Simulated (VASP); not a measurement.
A run of VASP 6.6.1:

INCAR

```
  PREC = Accurate
  ENCUT = 520
  EDIFF = 1E-7
  ISMEAR = 0
  SIGMA = 0.1
  LREAL = F
  LASPH = T
  NELM = 100
  ALGO = Fast
  ISIF = 2
  LWAVE = F
  LCHARG = F
  GGA = PE
  NBANDS = 48
```

File KPOINTS:

```
regular mesh
0
Gamma
  4 4 4
```

File POSCAR:

```
V
1.0
    3.4922704273     -2.1813504314      0.1573785684
    3.4922704273      2.1813504314      0.1573785684
    0.0388875802      0.0000000000      5.3016266525
V
6
Direct
    0.0000000000      0.0000000000      0.0000000000
    0.0000000000      0.0000000000      0.5000000000
    0.6666619372      0.6666542796      0.6666753682
    0.3333380628      0.3333457204      0.3333246318
    0.3333457204      0.3333380628      0.8333246318
    0.6666542796      0.6666619372      0.1666753682
```

Potentials or basis: VASP PAW PBE potentials, release 64 (V_sv).

Launch:

```console
$ cat potpaw_PBE.64/V_sv/POTCAR > POTCAR
$ mpirun -np 1 vasp_std > vasp.out
```

Hardware: 1 thread of AMD EPYC 9R45 96-Core Processor (Zen 5) (shared host).

Task: How long does it take, and how much memory?

Result: Wall time 80 s on 1 thread of AMD EPYC 9R45 96-Core Processor (Zen 5), with other jobs on the host, peak memory 0.19 GiB. Counts: scf iterations 20, k points 24.
